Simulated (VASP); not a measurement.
A run of VASP 6.6.1 is set up as follows.

POSCAR

```
Si
1.0
    2.7900000000      0.0000000000      0.0000000000
   -1.3950000000      2.4162108766      0.0000000000
    0.0000000000      0.0000000000      4.5560700000
Si
2
Direct
    0.3333333333      0.6666666667      0.2500000000
    0.6666666667      0.3333333333      0.7500000000
```

The input INCAR.step1:

```
PREC = Accurate
ENCUT = 600
ISMEAR = 1
SIGMA = 0.05
LREAL = F
LASPH = T
NELM = 100
GGA = PE
ALGO = Normal
EDIFF = 1E-4
LWAVE = T
LCHARG = F
```

Contents of INCAR.step2:

```
PREC = Accurate
ENCUT = 600
EDIFF = 1E-6
ISMEAR = 1
SIGMA = 0.05
LREAL = F
LASPH = T
NELM = 100
ALGO = Normal
ISIF = 3
LWAVE = F
LCHARG = F
METAGGA = R2SCAN
LMIXTAU = T
IBRION = 2
NSW = 60
EDIFFG = -0.01
ISTART = 1
```

File KPOINTS:

```
Automatic mesh
0
Gamma
  9 9 5
```

Potentials or basis: VASP PAW PBE potentials, release 64 (Si).

Run with:

```bash
$ cat potpaw_PBE.64/Si/POTCAR > POTCAR
$ cp INCAR.step1 INCAR
$ mpirun -np 1 vasp_std > vasp.out
$ cp INCAR.step2 INCAR
$ mpirun -np 1 vasp_std > vasp.out
```

**Question.** Estimate the relaxed volume.

**Answer.** 13.77 Å³/atom.

**Question.** Estimate the relaxed cell.

**Answer.** a = 2.698 Å, b = 2.698 Å, c = 4.370 Å, α = 90.00°, β = 90.00°, γ = 120.00°.

Final structure:
```yaml
crystal:
  lattice:
    - [2.69786, 0.00000, 0.00000]
    - [-1.34893, 2.33642, 0.00000]
    - [0.00000, 0.00000, 4.37015]
  atoms:
    - { symbol: Si, position: [0.33333, 0.66667, 0.25000] }
    - { symbol: Si, position: [0.66667, 0.33333, 0.75000] }
```

Caveat: the PAW data sets were made with another functional, which shifts forces and pressure a little.
